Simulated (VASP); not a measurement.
**Ru: single point with BLYP**

Crystal: Ru.

```
CELL_PARAMETERS angstrom
0.00000 2.01048 2.01048
2.01048 0.00000 2.01048
2.01048 2.01048 0.00000
ATOMIC_POSITIONS crystal
Ru 0.00000 0.00000 0.00000
```

This cell differs from its parent crystal: volume scaled by 1.12.

```yaml
Program: VASP 6.6.1
Task: single point
Functional: BLYP
Potentials_or_basis: VASP PAW PBE potentials, release 64 (Ru_pv)
Cutoff: 520 eV
k_mesh: 16 × 16 × 16
Occupations: fermi-dirac, width 0.1 eV
Spin: no spin polarisation
Dipole_correction: no
Further_INCAR_settings: ALGO = Normal; EDIFF = 1e-06; NBANDS = 13
```

| Item | Value |
| --- | --- |
| Pressure | -22.0 GPa |
| Band gap on the k mesh | zero (band 7 reaches 11.92 eV, above the bottom of band 8 at 9.25 eV) |

Levels at points of the mesh, in eV from the Fermi level:
| k point | band 5 | band 6 | band 7 | band 8 | band 9 | band 10 |
| --- | --- | --- | --- | --- | --- | --- |
| (0.00, 0.00, 0.00) | -2.00 | -2.00 | -2.00 | -0.17 | -0.17 | 10.44 |
| (0.50, 0.00, 0.00) | -2.08 | -2.08 | 1.25 | 1.25 | 1.25 | 8.05 |
| (0.50, 0.50, 0.00) | -4.53 | 1.20 | 1.63 | 1.63 | 3.41 | 10.42 |

Run time: 19 s on 1 thread of Intel(R) Xeon(R) Platinum 8375C CPU @ 2.90GHz (Ice Lake) (shared host), peak memory 0.16 GiB.

Caveat: the PAW data sets were made with another functional, which shifts forces and pressure a little.
